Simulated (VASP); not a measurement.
# MgCd2S3 in VASP: notebook, part 2 of 2

VASP 6.6.1.

**5. Single point, PBE**

This run uses another cell than the first one, of 19.82 Å³/atom.

Contents of INCAR:

```
PREC     = Accurate       # precision mode
ENCUT    = 520            # plane-wave cutoff, eV
EDIFF    = 1E-7           # SCF threshold, eV
ISMEAR   = 0              # smearing method
SIGMA    = 0.02           # smearing width, eV
LREAL    = False          # projectors in reciprocal space
LASPH    = True           # aspherical terms in the spheres
NELM     = 60             # most SCF steps
ALGO     = Normal         # electronic algorithm
ISIF     = 2              # what is computed and relaxed
LWAVE    = False          # write WAVECAR
LCHARG   = True           # write CHGCAR
GGA      = PE             # functional
LELF     = True           # ELF
LVHAR    = True         
NBANDS   = 31             # bands
```

Contents of KPOINTS:

```
regular mesh
0
Gamma
  12 12 4
```

Contents of POSCAR:

```
MgCd2S3
1.0
    3.8261385809      0.0000000000      0.0000000000
   -1.9130692904      3.3135332094      0.0000000000
    0.0000000000      0.0000000000      9.3788967204
Mg Cd S
1 2 3
Direct
    0.0000000000      0.0000000000      0.5000000000
    0.6666666667      0.3333333333      0.8287607495
    0.3333333333      0.6666666667      0.1712392505
    0.3333333333      0.6666666667      0.6557569784
    0.6666666667      0.3333333333      0.3442430216
    0.0000000000      0.0000000000      0.0000000000
```

The run is started by

```console
cat potpaw_PBE.64/Mg/POTCAR potpaw_PBE.64/Cd/POTCAR potpaw_PBE.64/S/POTCAR > POTCAR
mpirun -np 1 vasp_std > vasp.out
```

Wall time 1.7 min (1 thread of Intel Xeon 6975P-C (Granite Rapids), shared host); peak memory 0.37 GiB.

The run converged. Its results:

| Quantity | Value |
| --- | --- |
| Free energy | -20.1680 eV |
| Pressure | 0.2 GPa |
| Largest force | 0.040 eV/Å |
| Band gap on the k mesh | 0.91 eV (least direct gap 1.45 eV) |

Forces in eV/Å, atoms in the order of the input:
```
Mg   0.000  0.000  0.000
Cd   0.000  0.000 -0.003
Cd   0.000  0.000  0.003
S    0.000  0.000 -0.040
S    0.000  0.000  0.040
S    0.000  0.000  0.000
```

Levels at points of the mesh, in eV from the valence-band top:
```csv
k point,band 18,band 19,band 20,band 21,band 22,band 23,band 24,band 25,band 26,band 27
"(0.00, 0.00, 0.00)",-0.50,-0.50,-0.50,0.00,0.00,1.59,3.97,4.03,6.72,6.74
"(0.50, 0.00, 0.00)",-1.94,-1.44,-1.05,-0.92,-0.54,0.91,3.99,4.24,5.28,5.66
"(0.00, 0.00, 0.50)",-0.74,-0.31,-0.31,-0.08,-0.08,2.88,3.38,3.85,6.22,6.22
"(0.50, 0.00, 0.50)",-2.32,-1.64,-1.56,-0.17,-0.13,1.81,2.58,3.78,5.69,6.18
```

A k mesh can miss the band edges.

**6. Single point, PBE**

This run uses another cell than the first one, of 19.82 Å³/atom.

Contents of INCAR:

```
SYSTEM = MgCd2S3
PREC = Accurate ; ENCUT = 520
EDIFF = 1E-6 ; ISMEAR = 0
SIGMA = 0.02 ; LREAL = .FALSE.
LASPH = .TRUE. ; NELM = 60
ALGO = Normal ; ISIF = 2
LWAVE = .FALSE. ; LCHARG = .FALSE.
GGA = PE ; NBANDS = 31
```

Contents of KPOINTS:

```
Automatic mesh
0
G
  12 12 4
  0 0 0
```

POSCAR is that of step 5.

Potentials or basis: VASP PAW PBE potentials, release 64 (Mg, Cd, S).

The run is started by

```console
cat potpaw_PBE.64/Mg/POTCAR potpaw_PBE.64/Cd/POTCAR potpaw_PBE.64/S/POTCAR > POTCAR
mpirun -np 1 vasp_std > vasp.out
```

OUTCAR:

```text
SYSTEM = MgCd2S3
   PREC = Accurate
   ENCUT = 520
   EDIFF = 1E-6
   ISMEAR = 0
   LREAL = .FALSE.
   LASPH = .TRUE.
   NELM = 60
   ISIF = 2
   GGA = PE

 ion  position               nearest neighbor table
   1  0.000  0.000  0.500-   4 2.65   5 2.65   4 2.65   5 2.65   5 2.65   4 2.65
   2  0.667  0.333  0.829-   6 2.73   6 2.73   6 2.73   4 2.74   4 2.74   4 2.74
   3  0.333  0.667  0.171-   6 2.73   6 2.73   6 2.73   5 2.74   5 2.74   5 2.74
   4  0.333  0.667  0.656-   1 2.65   1 2.65   1 2.65   2 2.74   2 2.74   2 2.74
   5  0.667  0.333  0.344-   1 2.65   1 2.65   1 2.65   3 2.74   3 2.74   3 2.74
   6  0.000  0.000  0.000-   2 2.73   3 2.73   3 2.73   2 2.73   2 2.73   3 2.73

  LATTYP: Found a hexagonal cell.
 ALAT       =     3.8261385809
 C/A-ratio  =     2.4512694776

  Lattice vectors:

 A1 = (   3.8261385809,   0.0000000000,   0.0000000000)
 A2 = (  -1.9130692904,   3.3135332094,   0.0000000000)
 A3 = (   0.0000000000,   0.0000000000,   9.3788967204)

Analysis of symmetry for initial positions (statically):
=====================================================================
 Subroutine PRICEL returns:
 Original cell was already a primitive cell.
[... 182 lines left out ...]
 fundamental gap:      0.9069753579
 Fermi energy:         3.1140176858

 k-point     1 :       0.0000    0.0000    0.0000
  band No.  band energies     occupation
      1      -9.6392      2.00000
      2      -8.9012      2.00000
      3      -8.7609      2.00000
      4      -4.7023      2.00000
      5      -4.7023      2.00000
      6      -4.6213      2.00000
[... 805 lines left out ...]
     30      10.5030      0.00000
     31      10.5270      0.00000

 [... further k-points ...]

------------------------ aborting loop because EDIFF is reached ----------------------------------------

  FORCE on cell =-STRESS in cart. coord.  units (eV):
  Direction    XX          YY          ZZ          XY          YZ          ZX
  --------------------------------------------------------------------------------------
  -------------------------------------------------------------------------------------
  Total        0.1623006      0.1623006      0.1835633      0.0000000      0.0000000      0.0000000
  in kB        2.1868902      2.1868902      2.4733910      0.0000000      0.0000000      0.0000000
  external PRESSURE =       2.2823905 kB  Pullay stress =       0.0000000 kB

 VOLUME and BASIS-vectors are now :
 -----------------------------------------------------------------------------
  energy-cutoff  :      520.00
  volume of cell :      118.91
      direct lattice vectors                 reciprocal lattice vectors
     3.826138581  0.000000000  0.000000000     0.261360110  0.150896330  0.000000000
    -1.913069290  3.313533209  0.000000000     0.000000000  0.301792660  0.000000000
     0.000000000  0.000000000  9.378896720     0.000000000  0.000000000  0.106622349

 POSITION                                       TOTAL-FORCE (eV/Angst)
 -----------------------------------------------------------------------------------
      0.00000      0.00000      4.68945        -0.000000      0.000000      0.000000
      1.91307      1.10451      7.77286         0.000000     -0.000000     -0.002546
     -0.00000      2.20902      1.60604        -0.000000      0.000000      0.002546
     -0.00000      2.20902      6.15028        -0.000000      0.000000     -0.039961
      1.91307      1.10451      3.22862         0.000000      0.000000      0.039961
      0.00000      0.00000      0.00000        -0.000000      0.000000      0.000000
 -----------------------------------------------------------------------------------
    total drift:                               -0.000000      0.000000      0.000000

  FREE ENERGIE OF THE ION-ELECTRON SYSTEM (eV)
  ---------------------------------------------------
  free  energy   TOTEN  =       -20.1680433500 eV

  energy  without entropy=      -20.1680433500  energy(sigma->0) =      -20.16804335
```

OSZICAR:

```text
N       E                     dE             d eps       ncg     rms          rms(c)
DAV:   1     0.278582007709E+03    0.27858E+03   -0.20678E+04  4278   0.129E+03
DAV:   2    -0.399958966328E+01   -0.28258E+03   -0.26905E+03  4845   0.307E+02
DAV:   3    -0.216894979966E+02   -0.17690E+02   -0.17567E+02  5152   0.754E+01
DAV:   4    -0.218923701100E+02   -0.20287E+00   -0.20273E+00  5034   0.806E+00
DAV:   5    -0.218953171312E+02   -0.29470E-02   -0.29468E-02  5487   0.959E-01    0.112E+01
DAV:   6    -0.202357947523E+02    0.16595E+01   -0.31761E+00  5564   0.161E+01    0.957E+00
DAV:   7    -0.201724910394E+02    0.63304E-01   -0.12300E+00  5285   0.540E+00    0.513E+00
DAV:   8    -0.201699893740E+02    0.25017E-02   -0.12195E-01  4728   0.314E+00    0.776E-01
DAV:   9    -0.201681133676E+02    0.18760E-02   -0.18922E-02  5225   0.147E+00    0.212E-01
DAV:  10    -0.201679637939E+02    0.14957E-03   -0.15495E-03  4789   0.322E-01    0.811E-02
DAV:  11    -0.201680127247E+02   -0.48931E-04   -0.37558E-04  5153   0.111E-01    0.784E-02
DAV:  12    -0.201680451840E+02   -0.32459E-04   -0.58042E-05  4903   0.512E-02    0.203E-02
DAV:  13    -0.201680430163E+02    0.21677E-05   -0.21075E-05  5146   0.434E-02    0.151E-02
DAV:  14    -0.201680433500E+02   -0.33372E-06   -0.21663E-06  4126   0.862E-03
   1 F= -.20168043E+02 E0= -.20168043E+02  d E =-.253561E-12
```

Run time: 86 s. Hardware: 1 thread of Intel Xeon 6975P-C (Granite Rapids), shared host; peak memory 0.37 GiB.

Results:

```
Free energy            : -20.1680 eV
Pressure               : 0.2 GPa
Largest force          : 0.040 eV/Å
Band gap on the k mesh : 0.91 eV (least direct gap 1.45 eV)
```

Forces in eV/Å, atoms in the order of the input:
```
Mg   0.000  0.000  0.000
Cd   0.000  0.000 -0.003
Cd   0.000  0.000  0.003
S    0.000  0.000 -0.040
S    0.000  0.000  0.040
S    0.000  0.000  0.000
```

A k mesh can miss the band edges.

**7. The runs side by side**

```csv
cell,k mesh,smearing,gap on the mesh (eV),pressure (GPa),largest force (eV/Å)
"a = 3.832, b = 3.832, c = 9.397 Å, angles 90.0, 90.0, 120.0°, 6 atoms, atomic positions A",6 × 6 × 2,gaussian 0.1 eV,0.90,-0.1,0.04
"a = 3.826, b = 6.627, c = 9.379 Å, 12 atoms, atomic positions B",4 × 2 × 2,gaussian 0.1 eV,0.89,0.3,0.04
"a = 3.837, b = 6.626, c = 9.361 Å, angles 90.1, 90.0, 90.0°, 12 atoms, atomic positions B",4 × 2 × 2,gaussian 0.1 eV,0.89,0.2,0.05
"a = 3.826, b = 3.826, c = 9.379 Å, angles 90.0, 90.0, 120.0°, 6 atoms, atomic positions A",12 × 12 × 4,gaussian 0.02 eV,0.91,0.2,0.04
```

Alike in all rows: task single point; level PBE; potentials or basis VASP PAW PBE potentials, release 64 (Mg, Cd, S); no spin polarisation; cutoff (eV) 520.

Caveats: some runs use coarse meshes.

Total energies depend on the potentials used, so only differences within one code and one set of settings carry meaning.
